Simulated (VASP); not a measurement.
## HRh6: single point with PBE

System: HRh6, a slab with vacuum.

```xyz
14
Lattice="5.4166 0.0000 0.0000 -2.7083 4.6909 0.0000 0.0000 0.0000 22.2966" Properties=species:S:1:pos:R:3 pbc="T T T"
Rh    1.3541    0.7818    4.0000
Rh    0.0000    3.1273    4.0000
Rh    4.0624    0.7818    4.0000
Rh    2.7083    3.1273    4.0000
Rh    0.0000    1.5636    6.1489
Rh   -1.3541    3.9091    6.1489
Rh    2.7083    1.5636    6.1489
Rh    1.3541    3.9091    6.1489
Rh    0.0000    0.0000    8.2966
Rh   -1.3541    2.3455    8.2966
Rh    2.7083    0.0000    8.2966
Rh    1.3541    2.3455    8.2966
H     0.0000    1.2280    9.3866
H     0.0000    3.4630    9.3866
```

```yaml
Program: VASP 6.6.1
Task: single point
Functional: PBE
Potentials_or_basis: VASP PAW PBE potentials, release 64 (Rh_pv, H)
Cutoff: 520 eV
k_mesh: 6 × 6 × 1
Occupations: gaussian, width 0.1 eV
Spin: no spin polarisation
```

| Item | Value |
| --- | --- |
| Largest force | 0.584 eV/Å |
| Band gap on the k mesh | zero (bands 91 and 92 overlap by 0.89 eV) |

Forces on the atoms (eV/Å):
```
Rh  -0.054 -0.008 -0.019
Rh   0.000 -0.086 -0.149
Rh   0.054 -0.008 -0.019
Rh   0.000  0.175 -0.136
Rh   0.000 -0.091 -0.255
Rh   0.012  0.023 -0.156
Rh   0.000  0.118 -0.055
Rh  -0.012  0.023 -0.156
Rh   0.000 -0.583  0.042
Rh  -0.240  0.035  0.375
Rh   0.000  0.527 -0.182
Rh   0.240  0.035  0.375
H    0.000  0.375  0.123
H    0.000 -0.534  0.212
```

Levels at points of the mesh, in eV from the Fermi level:
```tsv
k point	band 90	band 91	band 92	band 93	band 94	band 95
(0.00, 0.00, 0.00)	0.38	0.50	0.51	0.54	0.65	0.78
(0.50, 0.00, 0.00)	-0.56	-0.42	-0.39	-0.33	-0.17	0.18
(0.00, 0.50, 0.00)	-0.43	-0.38	-0.36	-0.33	-0.24	0.17
```

It took 45 min on 1 thread of Oxide Virtual Turin-like Processor, on a shared host, peak memory 0.86 GiB.
